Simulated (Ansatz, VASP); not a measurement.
## TePb: VASP beside Ansatz

File POSCAR:

```
TePb
1.0
    5.6062149395      0.0000000000      0.0000000000
   -2.8031074698      4.8551245567      0.0000000000
    0.0000000000      0.0000000000      6.7042086870
Pb Te
2 2
Direct
    0.3333333333      0.6666666667      0.2500000000
    0.6666666667      0.3333333333      0.7500000000
    0.6666666667      0.3333333333      0.2500000000
    0.3333333333      0.6666666667      0.7500000000
```

INCAR.step1

```
SYSTEM = TePb
PREC = Accurate ; ENCUT = 520
ISMEAR = 0 ; SIGMA = 0.01
LREAL = .False. ; LASPH = .True.
NELM = 100 ; NBANDS = 28
GGA = PE ; ALGO = Normal
EDIFF = 1E-4 ; LWAVE = .True.
LCHARG = .False.
```

Contents of INCAR.step2:

```
SYSTEM = TePb
PREC = Accurate ; ENCUT = 520
EDIFF = 1E-7 ; ISMEAR = 0
SIGMA = 0.01 ; LREAL = .False.
LASPH = .True. ; NELM = 100
ALGO = Normal ; ISIF = 2
LWAVE = .False. ; LCHARG = .False.
METAGGA = R2SCAN ; LMIXTAU = .True.
NBANDS = 28 ; ISTART = 1
```

File KPOINTS:

```
Automatic mesh
0
Gamma
  6 6 4
  0 0 0
```

Input for Ansatz:

```yaml
crystal:
  lattice:
    - [5.6062149395, 0.0, 0.0]
    - [-2.8031074698, 4.8551245567, 0.0]
    - [0.0, 0.0, 6.704208687]
  atoms:
    - { symbol: Pb, position: [0.3333333333, 0.6666666667, 0.25] }
    - { symbol: Pb, position: [0.6666666667, 0.3333333333, 0.75] }
    - { symbol: Te, position: [0.6666666667, 0.3333333333, 0.25] }
    - { symbol: Te, position: [0.3333333333, 0.6666666667, 0.75] }
kpoints:
  mp_grid: { grid: [6, 6, 4] }
hamiltonian:
  xc: r2scan
scf:
  occupations: { method: fixed }
  n_extra_bands: 5
output:
  forces: true
  stress: true
  eigenvalues: true
```

Alike in both runs: task single point; functional r2SCAN; k mesh 6 × 6 × 4; no spin polarisation.

|  | VASP | Ansatz |
| --- | --- | --- |
| version | VASP 6.6.1 | Ansatz 0.2.0 |
| potentials or method | VASP PAW PBE potentials, release 64 (Pb_d, Te) | plane waves, PAW |
| plane-wave cutoff (eV) | 520 | 500 |
| occupations | gaussian, width 0.01 eV | fixed |
| valence electrons in the cell | 40 | 60 |

Ansatz gave:

- gap on the k mesh at the Fermi level (eV): 1.45
- pressure (GPa): -1.6
- traceless stress, the component that is largest in VASP (GPa): -0.07

Problem. What did VASP give for the same quantities?

Solution. gap on the k mesh at the Fermi level (eV): 1.45; pressure (GPa): -1.7; traceless stress, the component that is largest in VASP (GPa): -0.07.

VASP's potentials were made for PBE, not for r2SCAN. VASP's potentials hold 40 valence electrons a cell and Ansatz's 60, so a difference there can come from the potentials and not from the codes.

Neither program's run includes spin-orbit coupling.
